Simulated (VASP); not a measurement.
Write the native input for VASP 6.6.1 that does the following.

```yaml
Task: single point
Functional: LDA
Potentials_or_basis: VASP PAW LDA potentials, release 64 (Mo_sv)
Cutoff: 520 eV
k_mesh: 22 × 22 × 22
Occupations: gaussian, width 0.15 eV
Spin: no spin polarisation
Dipole_correction: no
Further_INCAR_settings: ALGO = Fast; EDIFF = 1e-06; NBANDS = 13
```

The structure of Mo lies in POSCAR:

```
Mo
1.0
   -1.7281000000      1.5710000000      1.5710000000
    1.7281000000     -1.5710000000      1.5710000000
    1.7281000000      1.5710000000     -1.5710000000
Mo
1
Direct
    0.0000000000      0.0000000000      0.0000000000
```

This cell differs from its parent crystal: strain +0.1000 x Voigt [1, 0, 0, 0, 0, 0].

One way to write it, as run:

INCAR

```
SYSTEM = Mo
PREC = Accurate ; ENCUT = 520
EDIFF = 1E-6 ; ISMEAR = 0
SIGMA = 0.15 ; LREAL = .False.
LASPH = .True. ; NELM = 100
ALGO = Fast ; ISIF = 2
LWAVE = .False. ; LCHARG = .False.
NBANDS = 13
```

KPOINTS

```
regular mesh
0
Gamma
  22 22 22
  0 0 0
```

Potentials or basis: VASP PAW LDA potentials, release 64 (Mo_sv).

Run with:

```sh
$ cat potpaw_LDA.64/Mo_sv/POTCAR > POTCAR
$ mpirun -np 1 vasp_std > vasp.out
```

It gave:

| Quantity | Value |
| --- | --- |
| Pressure | -26.3 GPa |
| Band gap on the k mesh | zero (band 7 reaches 14.45 eV, above the bottom of band 8 at 10.24 eV) |

Caveat: the cell differs from its parent crystal (strain +0.1000 x Voigt [1, 0, 0, 0, 0, 0]).

It took 80 s on 1 thread of Intel(R) Xeon(R) Platinum 8488C (Sapphire Rapids), on a shared host, peak memory 0.27 GiB.
